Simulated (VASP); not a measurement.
Wanted: the native input for a VASP 6.6.1 run.

- Task: single point
- Functional: PBEsol
- Potentials or basis: VASP PAW PBE potentials, release 64 (Ni, Ge_d)
- Cutoff: 520 eV
- k mesh: 12 × 12 × 8
- Occupations: gaussian, width 0.1 eV
- Spin: no spin polarisation
- Dipole correction: no
- Further INCAR settings: ALGO = Fast; EDIFF = 1e-07; NBANDS = 43

The structure of Ni2Ge lies in POSCAR:

```
Ni2Ge
1.0
    3.8925235836      0.0000000000      0.0000000000
   -1.9462617918      3.3710243083      0.0000000000
    0.0000000000      0.0000000000      5.0947481247
Ni Ge
4 2
Direct
    0.6666666667      0.3333333333      0.2500000000
    0.3333333333      0.6666666667      0.7500000000
    0.0000000000      0.0000000000      0.0000000000
    0.0000000000      0.0000000000      0.5000000000
    0.6666666667      0.3333333333      0.7500000000
    0.3333333333      0.6666666667      0.2500000000
```

This cell differs from its parent crystal: biaxial strain in the a-b plane: -2.0 %, then relaxed in part.

The input as run:

INCAR

```
PREC     = Accurate       # precision mode
ENCUT    = 520            # plane-wave cutoff, eV
EDIFF    = 1E-7           # SCF threshold, eV
ISMEAR   = 0              # smearing method
SIGMA    = 0.1            # smearing width, eV
LREAL    = False          # projectors in reciprocal space
LASPH    = True           # aspherical terms in the spheres
NELM     = 100            # most SCF steps
ALGO     = Fast           # electronic algorithm
ISIF     = 2              # what is computed and relaxed
LWAVE    = False          # write WAVECAR
LCHARG   = True           # write CHGCAR
GGA      = PS             # functional
LELF     = True           # ELF
LVHAR    = True         
NBANDS   = 43             # bands
```

KPOINTS

```
regular mesh
0
Gamma
  12 12 8
```

Potentials or basis: VASP PAW PBE potentials, release 64 (Ni, Ge_d).

The run is started by

```console
$ cat potpaw_PBE.64/Ni/POTCAR potpaw_PBE.64/Ge_d/POTCAR > POTCAR
$ mpirun -np 1 vasp_std > vasp.out
```

It gave:

| Quantity | Value |
| --- | --- |
| Pressure | 6.6 GPa |
| Band gap on the k mesh | zero (bands 34 and 35 overlap by 3.24 eV) |

Caveat: the cell differs from its parent crystal (biaxial strain in the a-b plane: -2.0 %, then relaxed in part); the cell stands under pressure; the PAW data sets were made with another functional, which shifts forces and pressure a little.

Wall time 4.3 min on 1 thread of Intel(R) Xeon(R) 6975P-C (Granite Rapids), on a shared host, peak memory 0.33 GiB.
